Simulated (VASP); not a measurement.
SnSe: single point with PBE+D3(BJ)

The system is SnSe.

```
Sn Se
1.0
     0.00000    3.07843    2.94394
     3.07843    0.00000    2.94394
     3.07843    3.07843    0.00000
Sn Se
1 1
Direct
  0.00000 0.00000 0.00000
  0.50000 0.50000 0.50000
```

This cell differs from its parent crystal: strain +0.030 along x and y, -0.015 along z.

| Item | Value |
| --- | --- |
| Program | VASP 6.6.1 |
| Task | single point |
| Functional | PBE |
| Dispersion | D3(BJ) |
| Potentials or basis | VASP PAW PBE potentials, release 64 (Sn_d, Se) |
| Cutoff | 520 eV |
| k mesh | 10 × 10 × 10 |
| Occupations | gaussian, width 0.05 eV |
| Spin | no spin polarisation |

| Quantity | Value |
| --- | --- |
| Pressure | -1.9 GPa |
| Band gap on the k mesh | 0.48 eV (least direct gap 0.54 eV) |
| Dispersion energy per atom | -0.345 eV |

Stress tensor (GPa, compression positive):
```
-3.67  0.00  0.00
 0.00 -3.67  0.00
 0.00  0.00  1.68
```

Levels at points of the mesh, in eV from the valence-band top:
```
           k point  band 8  band 9  band 10  band 11  band 12  band 13
(0.00, 0.00, 0.00)   -2.42   -1.98    -1.98     3.89     3.89     4.96
(0.50, 0.00, 0.00)   -1.92   -1.86     0.00     0.54     1.15     1.41
(0.50, 0.50, 0.00)   -5.38   -3.59    -3.59     3.01     5.08     5.08
(0.50, 0.00, 0.50)   -5.28   -3.75    -3.25     3.16     4.77     5.63
```

Run time: 23 s on 1 thread of Intel(R) Xeon(R) 6975P-C (Granite Rapids), with other jobs on the host, peak memory 0.25 GiB.

Caveat: the cell differs from its parent crystal (strain +0.030 along x and y, -0.015 along z); the stress differs along the axes, from -4 to 2 GPa; semilocal functionals underestimate gaps, and a narrow one can read as zero; spin-orbit coupling is left out, which moves the levels of the heavy elements. A k mesh can miss the band edges.
